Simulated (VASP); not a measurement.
Write the native input for VASP 6.6.1 that does the following.

| Property | Result |
| --- | --- |
| Task | single point |
| Functional | PBE |
| Potentials or basis | VASP PAW PBE potentials, release 64 (Be, H) |
| Cutoff | 520 eV |
| k mesh | 12 × 12 × 4 |
| Occupations | gaussian, width 0.1 eV |
| Spin | no spin polarisation |
| Dipole correction | no |
| Further INCAR settings | ALGO = Normal; EDIFF = 1e-06; NBANDS = 12 |

The structure of Be2H3 lies in POSCAR:

```
Be2H3
1.0
    2.4734787854      0.0000000000      0.0000000000
   -1.2367393927      2.1420954639      0.0000000000
    0.0000000000      0.0000000000      5.7632085904
Be H
2 3
Direct
    0.3333333333      0.6666666667      0.1916000884
    0.6666666667      0.3333333333      0.8083999116
    0.0000000000      0.0000000000      0.0000000000
    0.3333333333      0.6666666667      0.6849068824
    0.6666666667      0.3333333333      0.3150931176
```

One way to write it, as run:

INCAR

```
SYSTEM = Be2H3
PREC = Accurate
ENCUT = 520
EDIFF = 1E-6
ISMEAR = 0
SIGMA = 0.1
LREAL = .FALSE.
LASPH = .TRUE.
NELM = 100
ALGO = Normal
ISIF = 2
LWAVE = .FALSE.
LCHARG = .TRUE.
GGA = PE
LELF = .TRUE.
LVHAR = .TRUE.
NBANDS = 12
```

KPOINTS

```
regular mesh
0
G
  12 12 4
  0 0 0
```

Potentials or basis: VASP PAW PBE potentials, release 64 (Be, H).

Command:

```bash
$ cat potpaw_PBE.64/Be/POTCAR potpaw_PBE.64/H/POTCAR > POTCAR
$ mpirun -np 1 vasp_std > vasp.out
```

Results of the run:

- Pressure: -0.3 GPa
- Largest force: 0.027 eV/Å
- Band gap on the k mesh: zero (an odd number of electrons rules out a gap without spin polarisation)

Wall time 15 s on 1 thread of Intel(R) Xeon(R) Platinum 8488C (Sapphire Rapids), on a shared host, peak memory 0.15 GiB.
